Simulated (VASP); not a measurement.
A run of VASP 6.6.1 is set up as follows.

INCAR

```
SYSTEM = SnTe
PREC     = Accurate       ! precision mode
ENCUT    = 600            ! plane-wave cutoff, eV
EDIFF    = 1E-7           ! SCF threshold, eV
ISMEAR   = 0              ! smearing method
SIGMA    = 0.1            ! smearing width, eV
LREAL    = .False.        ! projectors in reciprocal space
LASPH    = .True.         ! aspherical terms in the spheres
NELM     = 60             ! most SCF steps
ALGO     = Normal         ! electronic algorithm
ISIF     = 3              ! what is computed and relaxed
LWAVE    = .False.        ! write WAVECAR
LCHARG   = .False.        ! write CHGCAR
GGA      = PE             ! functional
IBRION   = 2              ! ionic algorithm
NSW      = 90             ! ionic steps
EDIFFG   = -0.04          ! ionic threshold
```

Contents of KPOINTS:

```
regular mesh
0
Gamma
  6 6 4
  0 0 0
```

Contents of POSCAR:

```
SnTe
1.0
    3.8625651200      0.0000000000      0.0000000000
   -1.9312825600      3.3450795100      0.0000000000
    0.0000000000      0.0000000000      6.1653715000
Sn Te
1 1
Direct
    0.6666666700      0.3333333300      0.0000000000
    0.0000000000      0.0000000000      0.5000000000
```

Potentials or basis: VASP PAW PBE potentials, release 64 (Sn_d, Te).

The run is started by

```console
$ cat potpaw_PBE.64/Sn_d/POTCAR potpaw_PBE.64/Te/POTCAR > POTCAR
$ mpirun -np 1 vasp_std > vasp.out
```

**Question.** What does it give for the band gap on the k mesh?

**Answer.** Zero (bands 10 and 11 overlap by 4.24 eV).

**Question.** What does it give for the space group after relaxing (to 0.1 Å)?

**Answer.** P-6m2 (No. 187).

Step by step:
```csv
step,energy change (eV),largest force (eV/Å),pressure (GPa),volume (Å³)
1,0.0000,0.0000,-7.02,79.66
2,-0.6256,0.0000,-2.32,61.17
3,-0.6499,0.0000,-0.14,58.07
4,-0.6497,0.0000,0.18,57.68
5,-0.6641,0.0000,0.31,57.31
6,-0.6667,0.0000,0.41,57.15
7,-0.6674,0.0000,0.68,56.80
8,-0.6679,0.0000,0.55,56.95
9,-0.6679,0.0000,0.58,56.92
10,-0.6688,0.0000,-0.30,57.95
11,-0.6691,0.0000,0.00,57.59
```

Caveat: the volume moved by over 15 % at a fixed basis, so the end points are rough; spin-orbit coupling is left out, which moves the levels of the heavy elements.
